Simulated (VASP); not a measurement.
Here is a VASP 6.6.1 calculation.

INCAR

```
PREC     = Accurate       # precision mode
ENCUT    = 520            # plane-wave cutoff, eV
EDIFF    = 1E-6           # SCF threshold, eV
ISMEAR   = 0              # smearing method
SIGMA    = 0.02           # smearing width, eV
LREAL    = F              # projectors in reciprocal space
LASPH    = T              # aspherical terms in the spheres
NELM     = 80             # most SCF steps
ALGO     = Normal         # electronic algorithm
ISIF     = 2              # what is computed and relaxed
LWAVE    = F              # write WAVECAR
LCHARG   = F              # write CHGCAR
GGA      = PE             # functional
NBANDS   = 33             # bands
```

The input KPOINTS:

```
Automatic mesh
0
Gamma
  6 6 4
```

File POSCAR:

```
BaTe
1.0
    4.9950662288      0.0000000000      0.0000000000
   -2.4975331144      4.3258542477      0.0000000000
    0.0000000000      0.0000000000     12.2353162529
Ba Te
3 3
Direct
    0.0000000000      0.0000000000      0.0000000000
    0.3333333333      0.6666666667      0.3333333333
    0.6666666667      0.3333333333      0.6666666667
    0.6666666667      0.3333333333      0.1666666667
    0.0000000000      0.0000000000      0.5000000000
    0.3333333333      0.6666666667      0.8333333333
```

Potentials or basis: VASP PAW PBE potentials, release 64 (Ba_sv, Te).

Command:

```bash
$ cat potpaw_PBE.64/Ba_sv/POTCAR potpaw_PBE.64/Te/POTCAR > POTCAR
$ mpirun -np 1 vasp_std > vasp.out
```

Q: Predict the band gap on the k mesh.

A: 1.58 eV.

Q: Estimate the pressure.

A: 0.3 GPa.

Caveat: spin-orbit coupling is left out, which moves the levels of the heavy elements. A k mesh can miss the band edges.
